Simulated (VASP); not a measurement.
# F (C2/c) in VASP: notebook

F is run at these levels: PBE+D3(BJ); tasks: single point.

All numbers are computed with VASP 6.6.1; they aren't measurements. Logs are shortened: lines on timing, memory, paths and dates and some standing lists are left out, and cuts for length are marked.

### Step 1. The cell of the first run

Symmetry: C2/c, No. 15, monoclinic system. Conventional cell: a = 5.390 Å, b = 3.618 Å, c = 6.866 Å, α = 90.00°, β = 90.98°, γ = 90.00°. F (site symmetry 1) has 1 F at 1.43 Å within 1.9 Å.

### Step 2. Single point, PBE+D3(BJ) (16.73 Å³/atom)

Contents of INCAR:

```
SYSTEM = F
ALGO = Normal
EDIFF = 1E-6
ENCUT = 1350
GGA = PE
GGA_COMPAT = .FALSE.
ISIF = 2
ISMEAR = 0
IVDW = 12
LASPH = .TRUE.
LCHARG = .FALSE.
LREAL = .FALSE.
LWAVE = .FALSE.
NBANDS = 22
NELM = 120
PREC = Accurate
SIGMA = 0.05
```

Contents of KPOINTS:

```
k-points
0
G
  8 8 4
  0 0 0
```

Contents of POSCAR:

```
F
1.0
    2.6799894702     -1.8090351477      0.2828271526
    2.6799894702      1.8090351477      0.2828271526
   -0.8370828845      0.0000000000      6.8148476589
F
4
Direct
    0.9138648456      0.5855481450      0.0939279973
    0.4144518550      0.0861351544      0.4060720027
    0.0861351544      0.4144518550      0.9060720027
    0.5855481450      0.9138648456      0.5939279973
```

Potentials or basis: VASP PAW PBE potentials, release 64 (F_h).

On the command line:

```console
$ cat potpaw_PBE.64/F_h/POTCAR > POTCAR
$ mpirun -np 1 vasp_std > vasp.out
```

OUTCAR:

```text
SYSTEM = F
   EDIFF = 1E-6
   ENCUT = 1350
   GGA = PE
   ISIF = 2
   ISMEAR = 0
   IVDW = 12
   LASPH = .TRUE.
   LREAL = .FALSE.
   NELM = 120
   PREC = Accurate
 IVDW          = 12

 ion  position               nearest neighbor table
   1  0.914  0.586  0.094-   3 1.43
   2  0.414  0.086  0.406-   4 1.43
   3  0.086  0.414  0.906-   1 1.43
   4  0.586  0.914  0.594-   2 1.43

  LATTYP: Found a base centered monoclinic cell.
 ALAT       =     5.3897438747
 B/A-ratio  =     0.6712879832
 C/A-ratio  =     1.2739131444
 COS(beta)  =    -0.0170754201

  Lattice vectors:

 A1 = (   2.6799894702,  -1.8090351477,   0.2828271526)
 A2 = (   2.6799894702,   1.8090351477,   0.2828271526)
 A3 = (  -0.8370828845,   0.0000000000,   6.8148476589)

Analysis of symmetry for initial positions (statically):
=====================================================================
 Subroutine PRICEL returns:
 Original cell was already a primitive cell.

 Routine SETGRP: Setting up the symmetry group for a
 base centered monoclinic supercell.

 Subroutine GETGRP returns: Found  4 space group operations
 (whereof  2 operations were pure point group operations)
 out of a pool of  4 trial point group operations.

The static configuration has the point symmetry S_2 .
 The point group associated with its full space group is C_2h.

Analysis of symmetry for dynamics (positions and initial velocities):
=====================================================================
 Subroutine PRICEL returns:
 Original cell was already a primitive cell.

 Routine SETGRP: Setting up the symmetry group for a
 base centered monoclinic supercell.

 Subroutine GETGRP returns: Found  4 space group operations
 (whereof  2 operations were pure point group operations)
 out of a pool of  4 trial point group operations.

The dynamic configuration has the point symmetry S_2 .
 The point group associated with its full space group is C_2h.

 Subroutine INISYM returns: Found  4 space group operations
 (whereof  2 operations are pure point group operations),
 and found     1 'primitive' translations

----------------------------------------------------------------------------------------

                                     Primitive cell
[... 90 lines left out ...]
   LNONCOLLINEAR =      F non collinear calculations
   LSORBIT =      F    spin-orbit coupling
   LASPH  =      T    aspherical Exc in radial PAW
   ENCUT  = 1350.0 eV  99.22 Ry    9.96 a.u.   9.72  9.72 20.57*2*pi/ulx,y,z
   NELM   =    120;   NELMIN=  2; NELMDL= -5     # of ELM steps
   EDIFF  = 0.1E-05   stopping-criterion for ELM
   LREAL  =      F    real-space projection
   EDIFFG = 0.1E-04   stopping-criterion for IOM
   NSW    =      0    number of steps for IOM
   IBRION =     -1    ionic relax: 0-MD 1-quasi-New 2-CG
   NFREE  =      0    steps in history (QN), initial steepest desc. (CG)
   ISIF   =      2    stress and relaxation
   ISYM   =      2    0-nonsym 1-usesym 2-fastsym
   POTIM  = 0.5000    time-step for ionic-motion
   TEBEG  =    0.0;   TEEND  =   0.0 temperature during run
   PSTRESS=    0.0 pullay stress
   NELECT =      28.0000    total number of electrons
   NUPDOWN=      -1.0000    fix difference up-down
   EMIN   =  10.00;   EMAX   =-10.00  energy-range for DOS
   EFERMI =   0.00;   METHOD = LEGACY
   ISMEAR =     0;   SIGMA  =   0.05  broadening in eV -4-tet -1-fermi 0-gaus
   EFERMI_NEDOS =   21; number of points for ismear=-14 and -15
   IALGO  =     38    algorithm
   IMIX   =      4    mixing-type and parameters
     AMIX     =   0.40;   BMIX     =  1.00
     AMIX_MAG =   1.60;   BMIX_MAG =  1.00
  volume/ion in A,a.u.               =      16.73       112.93
  Fermi-wavevector in a.u.,A,eV,Ry     =   1.224356  2.313697 20.395769  1.499047
  Thomas-Fermi vector in A             =   2.359433
   LORBIT       =      0    0 simple, 1 ext, 2 COOP (PROOUT), +10 PAW based schemes
   GGA     = PE    functional components
   LHFCALC =     F    Hartree Fock is set to
   AEXX    =    0.0000 exact exchange contribution
   IVDW    =    12    specifies the selected vdW correction
   LEPSILON=     F    determine dielectric tensor
   LRPA    =     F    only Hartree local field effects (RPA)
 non-spin polarized calculation
 Gauss-broadening in eV      SIGMA  =   0.05
  energy-cutoff  :     1350.00
  volume of cell :       66.94
 maximum number of plane-waves:      7563
   NGX = 19   NGY = 19   NGZ = 41

 number of electron      27.9999996 magnetization

 Free energy of the ion-electron system (eV)
  ---------------------------------------------------
  ext. energy  EPLUGINS =         0.00000000
  ---------------------------------------------------
  free energy    TOTEN  =        -7.45247001 eV

  energy without entropy =       -7.45247001  energy(sigma->0) =       -7.45247001

 E-fermi :  -4.7604     XC(G=0):  -7.4432

 val. band max:       -4.9779571959   @ k =   0.0000   0.0000   0.0000
 cond. band min:      -2.1325589157   @ k =   0.0000   0.0000   0.0000
 fundamental gap:      2.8453982803
 Fermi energy:        -4.7603631088

 k-point     1 :       0.0000    0.0000    0.0000
  band No.  band energies     occupation
      1     -29.4976      2.00000
      2     -29.3977      2.00000
      3     -23.6185      2.00000
      4     -23.3486      2.00000
      5     -11.2774      2.00000
      6     -10.6757      2.00000
[... 589 lines left out ...]
     21      12.6327      0.00000
     22      13.5203      0.00000

 [... further k-points ...]

------------------------ aborting loop because EDIFF is reached ----------------------------------------

 Edisp (eV)   -0.11139

 E8    (eV) :    -0.0243

  FORCE on cell =-STRESS in cart. coord.  units (eV):
  Direction    XX          YY          ZZ          XY          YZ          ZX
  --------------------------------------------------------------------------------------
  -------------------------------------------------------------------------------------
  Total      -0.15008    -0.45855    -1.31363     0.00000     0.00000     0.15401
  in kB      -3.59240   -10.97580   -31.44288     0.00000     0.00000     3.68631
  external pressure =      -15.34 kB  Pullay stress =        0.00 kB

 VOLUME and BASIS-vectors are now :
 -----------------------------------------------------------------------------
  energy-cutoff  :     1350.00
  volume of cell :       66.94
      direct lattice vectors                 reciprocal lattice vectors
     2.679989470 -1.809035148  0.282827153     0.184180395 -0.276390429  0.022623287
     2.679989470  1.809035148  0.282827153     0.184180395  0.276390429  0.022623287
    -0.837082885  0.000000000  6.814847659    -0.015287566  0.000000000  0.144860618

 POSITION                                       TOTAL-FORCE (eV/Angst)
 -----------------------------------------------------------------------------------
      3.93979     -0.59394      1.06418         0.055016     -0.206709     -0.412711
      1.00165     -0.59394      2.90890        -0.055016     -0.206709      0.412711
      0.58311      0.59394      6.31632        -0.055016      0.206709      0.412711
      3.52124      0.59394      4.47160         0.055016      0.206709     -0.412711
 -----------------------------------------------------------------------------------
    total drift:                                0.000000     -0.000000      0.000000

  FREE ENERGIE OF THE ION-ELECTRON SYSTEM (eV)
  ---------------------------------------------------
  free  energy   TOTEN  =        -7.5638596484 eV

  energy  without entropy=       -7.5638596484  energy(sigma->0) =       -7.56385965
```

OSZICAR:

```text
N       E                     dE             d eps       ncg     rms          rms(c)
DAV:   1     0.386402705578E+03    0.38640E+03   -0.24882E+04  3432   0.249E+03
DAV:   2     0.351273263927E+02   -0.35128E+03   -0.33504E+03  5156   0.417E+02
DAV:   3    -0.845787952100E+01   -0.43585E+02   -0.43195E+02  4356   0.156E+02
DAV:   4    -0.897932905271E+01   -0.52145E+00   -0.52117E+00  3702   0.200E+01
DAV:   5    -0.898575066588E+01   -0.64216E-02   -0.64210E-02  4398   0.211E+00    0.136E+01
DAV:   6    -0.786717915661E+01    0.11186E+01   -0.48682E-01  3582   0.672E+00    0.779E+00
DAV:   7    -0.745406252357E+01    0.41312E+00   -0.69090E-01  3588   0.757E+00    0.760E-01
DAV:   8    -0.745220978861E+01    0.18527E-02   -0.90242E-02  3576   0.237E+00    0.128E-01
DAV:   9    -0.745240637487E+01   -0.19659E-03   -0.17609E-03  4136   0.337E-01    0.726E-02
DAV:  10    -0.745246779594E+01   -0.61421E-04   -0.90584E-05  4072   0.942E-02    0.183E-02
DAV:  11    -0.745247001950E+01   -0.22236E-05   -0.13979E-05  3942   0.393E-02    0.467E-03
DAV:  12    -0.745247000814E+01    0.11358E-07   -0.68731E-07  2294   0.853E-03
   1 F= -.75638596E+01 E0= -.75638596E+01  d E =-.282081E-11
```

stdout:

```text
POSCAR found type information on POSCAR F
 POSCAR found :  1 types and       4 ions
 scaLAPACK will be used
 LDA part: xc-table for (Slater+PW92), standard interpolation
 POSCAR, INCAR and KPOINTS ok, starting setup
 FFT: planning ... GRIDC
 FFT: planning ... GRID_SOFT
 FFT: planning ... GRID
 WAVECAR not read
 entering main loop
```

It took 3.3 min on 1 thread of Intel Xeon Platinum 8488C (Sapphire Rapids), shared host; peak memory 0.56 GiB.

Results:

| Item | Value |
| --- | --- |
| Free energy | -7.5639 eV |
| Pressure | -1.5 GPa |
| Largest force | 0.465 eV/Å |
| Band gap on the k mesh | 2.85 eV |
| Dispersion energy per atom | -0.028 eV |

Forces on the atoms (eV/Å):
```
F    0.055 -0.207 -0.413
F   -0.055 -0.207  0.413
F   -0.055  0.207  0.413
F    0.055  0.207 -0.413
```

A k mesh can miss the band edges.

### Step 3. Single point, PBE+D3(BJ) (18.80 Å³/atom)

This run uses another cell than the first one, of 18.80 Å³/atom.

Contents of INCAR:

```
  PREC = Accurate
  ENCUT = 1350
  EDIFF = 1E-6
  ISMEAR = 0
  SIGMA = 0.05
  LREAL = F
  LASPH = T
  NELM = 120
  ALGO = Normal
  ISIF = 2
  LWAVE = F
  LCHARG = F
  GGA = PE
  IVDW = 12
  NBANDS = 22
  GGA_COMPAT = F
```

Contents of KPOINTS:

```
regular mesh
0
Gamma
  8 8 4
```

Contents of POSCAR:

```
F
1.0
    3.0595547146     -1.7947736116      0.3228837866
    3.0595547146      1.7947736116      0.3228837866
   -0.8479159669      0.0000000000      6.7592831050
F
4
Direct
    0.9138648456      0.5855481450      0.0939279973
    0.4144518550      0.0861351544      0.4060720027
    0.0861351544      0.4144518550      0.9060720027
    0.5855481450      0.9138648456      0.5939279973
```

Potentials or basis: VASP PAW PBE potentials, release 64 (F_h).

On the command line:

```console
$ cat potpaw_PBE.64/F_h/POTCAR > POTCAR
$ mpirun -np 1 vasp_std > vasp.out
```

OUTCAR:

```text
PREC = Accurate
   ENCUT = 1350
   EDIFF = 1E-6
   ISMEAR = 0
   LREAL = F
   LASPH = T
   NELM = 120
   ISIF = 2
   GGA = PE
   IVDW = 12
 IVDW          = 12

 ion  position               nearest neighbor table
   1  0.914  0.586  0.094-   3 1.42
   2  0.414  0.086  0.406-   4 1.42
   3  0.086  0.414  0.906-   1 1.42
   4  0.586  0.914  0.594-   2 1.42

  LATTYP: Found a base centered monoclinic cell.
 ALAT       =     6.1530899526
 B/A-ratio  =     0.5833731102
 C/A-ratio  =     1.1071280974
 COS(beta)  =    -0.0196477736

  Lattice vectors:

 A1 = (   3.0595547146,  -1.7947736116,   0.3228837866)
 A2 = (   3.0595547146,   1.7947736116,   0.3228837866)
 A3 = (  -0.8479159669,   0.0000000000,   6.7592831050)

Analysis of symmetry for initial positions (statically):
=====================================================================
 Subroutine PRICEL returns:
 Original cell was already a primitive cell.

[... 172 lines left out ...]
  free energy    TOTEN  =        -7.47240290 eV

  energy without entropy =       -7.47240290  energy(sigma->0) =       -7.47240290

 E-fermi :  -5.1684     XC(G=0):  -6.9392

 val. band max:       -5.4483278167   @ k =   0.0000   0.0000   0.0000
 cond. band min:      -2.4212073094   @ k =   0.0000   0.0000   0.0000
 fundamental gap:      3.0271205073
 Fermi energy:        -5.1683697531

 k-point     1 :       0.0000    0.0000    0.0000
  band No.  band energies     occupation
      1     -30.1086      2.00000
      2     -30.0121      2.00000
      3     -24.0337      2.00000
      4     -23.7675      2.00000
      5     -11.8062      2.00000
      6     -11.2293      2.00000
[... 589 lines left out ...]
     21      11.7683      0.00000
     22      12.3938      0.00000

 [... further k-points ...]

------------------------ aborting loop because EDIFF is reached ----------------------------------------

 Edisp (eV)   -0.09522

 E8    (eV) :    -0.0202

  FORCE on cell =-STRESS in cart. coord.  units (eV):
  Direction    XX          YY          ZZ          XY          YZ          ZX
  --------------------------------------------------------------------------------------
  -------------------------------------------------------------------------------------
  Total      -0.36382    -0.32981    -0.45634     0.00000     0.00000     0.01390
  in kB      -7.74974    -7.02533    -9.72048     0.00000     0.00000     0.29614
  external pressure =       -8.17 kB  Pullay stress =        0.00 kB

 VOLUME and BASIS-vectors are now :
 -----------------------------------------------------------------------------
  energy-cutoff  :     1350.00
  volume of cell :       75.22
      direct lattice vectors                 reciprocal lattice vectors
     3.059554715 -1.794773612  0.322883787     0.161287265 -0.278586668  0.020232626
     3.059554715  1.794773612  0.322883787     0.161287265  0.278586668  0.020232626
    -0.847915967  0.000000000  6.759283105    -0.015409043  0.000000000  0.146011701

 POSITION                                       TOTAL-FORCE (eV/Angst)
 -----------------------------------------------------------------------------------
      4.50789     -0.58925      1.11902         0.012128     -0.039019     -0.085196
      1.18726     -0.58925      2.90639        -0.012128     -0.039019      0.085196
      0.76330      0.58925      6.28603        -0.012128      0.039019      0.085196
      4.08394      0.58925      4.49866         0.012128      0.039019     -0.085196
 -----------------------------------------------------------------------------------
    total drift:                                0.000000      0.000000      0.000000

  FREE ENERGIE OF THE ION-ELECTRON SYSTEM (eV)
  ---------------------------------------------------
  free  energy   TOTEN  =        -7.5676210546 eV

  energy  without entropy=       -7.5676210546  energy(sigma->0) =       -7.56762105
```

OSZICAR:

```text
N       E                     dE             d eps       ncg     rms          rms(c)
DAV:   1     0.390204525567E+03    0.39020E+03   -0.24000E+04  3432   0.244E+03
DAV:   2     0.411739007102E+02   -0.34903E+03   -0.33210E+03  5120   0.403E+02
DAV:   3    -0.835889493283E+01   -0.49533E+02   -0.49065E+02  4400   0.163E+02
DAV:   4    -0.900710221496E+01   -0.64821E+00   -0.64772E+00  3784   0.216E+01
DAV:   5    -0.901600032368E+01   -0.88981E-02   -0.88973E-02  4488   0.239E+00    0.136E+01
DAV:   6    -0.788774488122E+01    0.11283E+01   -0.50629E-01  3558   0.684E+00    0.778E+00
DAV:   7    -0.747411412905E+01    0.41363E+00   -0.71040E-01  3584   0.766E+00    0.782E-01
DAV:   8    -0.747216557358E+01    0.19486E-02   -0.93658E-02  3594   0.242E+00    0.130E-01
DAV:   9    -0.747234891603E+01   -0.18334E-03   -0.18614E-03  4392   0.347E-01    0.730E-02
DAV:  10    -0.747240152705E+01   -0.52611E-04   -0.10204E-04  3992   0.967E-02    0.198E-02
DAV:  11    -0.747240299886E+01   -0.14718E-05   -0.16905E-05  3846   0.432E-02    0.569E-03
DAV:  12    -0.747240289888E+01    0.99983E-07   -0.10178E-06  2508   0.103E-02
   1 F= -.75676211E+01 E0= -.75676211E+01  d E =-.458859E-17
```

stdout:

```text
POSCAR found type information on POSCAR F
 POSCAR found :  1 types and       4 ions
 scaLAPACK will be used
 LDA part: xc-table for (Slater+PW92), standard interpolation
 POSCAR, INCAR and KPOINTS ok, starting setup
 FFT: planning ... GRIDC
 FFT: planning ... GRID_SOFT
 FFT: planning ... GRID
 WAVECAR not read
 entering main loop
```

Wall time 4.6 min (1 thread of AMD EPYC 9R45 (Zen 5), shared host); peak memory 0.65 GiB.

Results:

```yaml
Free_energy: -7.5676 eV
Pressure: -0.8 GPa
Largest_force: 0.094 eV/Å
Band_gap_on_the_k_mesh: 3.03 eV
Dispersion_energy_per_atom: -0.024 eV
```

Forces on the atoms (eV/Å):
```
F    0.012 -0.039 -0.085
F   -0.012 -0.039  0.085
F   -0.012  0.039  0.085
F    0.012  0.039 -0.085
```

Stress tensor (GPa, compression positive):
```
-0.77  0.00  0.03
 0.00 -0.70  0.00
 0.03  0.00 -0.97
```

Levels at points of the mesh, in eV from the valence-band top:
```tsv
k point	band 10	band 11	band 12	band 13	band 14	band 15	band 16	band 17	band 18	band 19
(0.00, 0.00, 0.00)	-3.20	-0.33	-0.11	-0.06	0.00	3.03	3.74	8.72	11.41	12.22
(0.50, 0.00, 0.00)	-3.35	-0.23	-0.22	-0.10	-0.09	3.45	3.46	12.63	12.64	14.92
(0.50, 0.50, 0.00)	-3.29	-0.43	-0.38	-0.06	-0.04	3.18	3.71	12.16	13.63	14.09
(0.00, 0.00, 0.50)	-3.25	-0.21	-0.21	-0.05	-0.05	3.36	3.36	9.62	9.62	15.08
(0.50, 0.00, 0.50)	-3.36	-0.20	-0.19	-0.07	-0.07	3.43	3.43	13.16	13.19	13.30
(0.50, 0.50, 0.50)	-3.34	-0.24	-0.24	-0.22	-0.22	3.44	3.44	12.75	12.75	14.32
```
